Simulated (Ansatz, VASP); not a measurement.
# RbBr in VASP and in Ansatz

The input INCAR:

```
PREC = Accurate
ENCUT = 520
EDIFF = 1E-6
ISMEAR = 0
SIGMA = 0.01
LREAL = F
LASPH = T
NELM = 80
ALGO = Normal
ISIF = 2
LWAVE = F
LCHARG = T
GGA = PE
LELF = T
LVHAR = T
NBANDS = 24
```

File KPOINTS:

```
regular mesh
0
Gamma
  6 6 4
```

Contents of POSCAR:

```
RbBr
1.0
    5.8899870892      0.0000000000      0.0000000000
   -2.9449935446      5.1008784472      0.0000000000
    0.0000000000      0.0000000000      6.8697844858
Rb Br
2 2
Direct
    0.3333333333      0.6666666667      0.2500000000
    0.6666666667      0.3333333333      0.7500000000
    0.6666666667      0.3333333333      0.2500000000
    0.3333333333      0.6666666667      0.7500000000
```

Input for Ansatz:

```yaml
crystal:
  lattice:
    - [5.8899870892, 0.0, 0.0]
    - [-2.9449935446, 5.1008784472, 0.0]
    - [0.0, 0.0, 6.8697844858]
  atoms:
    - { symbol: Rb, position: [0.3333333333, 0.6666666667, 0.25] }
    - { symbol: Rb, position: [0.6666666667, 0.3333333333, 0.75] }
    - { symbol: Br, position: [0.6666666667, 0.3333333333, 0.25] }
    - { symbol: Br, position: [0.3333333333, 0.6666666667, 0.75] }
kpoints:
  mp_grid: { grid: [6, 6, 4] }
  band_path:
    path:
      - [0.0, 0.0, 0.0]
      - [0.5, 0.0, 0.0]
      - [0.3333333333, 0.3333333333, 0.0]
      - [0.0, 0.0, 0.5]
      - [0.5, 0.0, 0.5]
      - [0.3333333333, 0.3333333333, 0.5]
    npoints: 1
hamiltonian:
  xc: pbe
scf:
  occupations: { method: fixed }
  n_extra_bands: 5
output:
  forces: true
  stress: true
  eigenvalues: true
```

Alike in both runs: task single point; functional PBE; k mesh 6 × 6 × 4; no spin polarisation.

|  | VASP | Ansatz |
| --- | --- | --- |
| version | VASP 6.6.1 | Ansatz 0.2.0 |
| potentials or method | VASP PAW PBE potentials, release 64 (Rb_sv, Br) | plane waves, PAW |
| plane-wave cutoff (eV) | 520 | 420 |
| occupations | gaussian, width 0.01 eV | fixed |
| valence electrons in the cell | 32 | 32 |

```tsv
	VASP	Ansatz	Ansatz less VASP
gap on the k mesh at the Fermi level (eV)	4.06	4.06	+0.001
pressure (GPa)	0.3	0.3	-0.02
traceless stress, the component that is largest in VASP (GPa)	0.09	0.09	-0.004
```
